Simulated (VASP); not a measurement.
Runs of VASP 6.6.1 on MgS. The structure is that of space group F-43m (No. 216), or close to it. The cells are those of the table. 

```csv
task,level,cell,k mesh,cutoff (eV),smearing,grid for exact exchange (PRECFOCK),share of exact exchange,screening parameter,gap on the mesh (eV),pressure (GPa)
relaxation of cell and atoms,r2SCAN,"relaxed from a = 4.029 Å, angles 60.0°, 2 atoms",8 × 8 × 8,600,fermi-dirac 0.02 eV,-,-,-,4.15,0.0
dielectric tensor,r2SCAN,"a = 4.003 Å, angles 60.0°, 2 atoms",6 × 6 × 6,520,gaussian 0.01 eV,-,-,-,4.13,-
single point,PBE0,"a = 4.003 Å, angles 60.0°, 2 atoms",6 × 6 × 6,520,gaussian 0.01 eV,Normal,0.25,-,5.21,(a)
single point,HSE06,"a = 4.003 Å, angles 60.0°, 2 atoms",6 × 6 × 6,520,gaussian 0.01 eV,Normal,0.25,0.2079 1/Å,4.51,(b)
```

Alike in all rows: potentials or basis VASP PAW PBE potentials, release 64 (Mg, S); no spin polarisation.

Problem. Fill in the values left out.

Solution. (a) -0.2; (b) -0.1.

Caveats: the PAW data sets were made with another functional, which shifts forces and pressure a little.

A k mesh can miss the band edges.
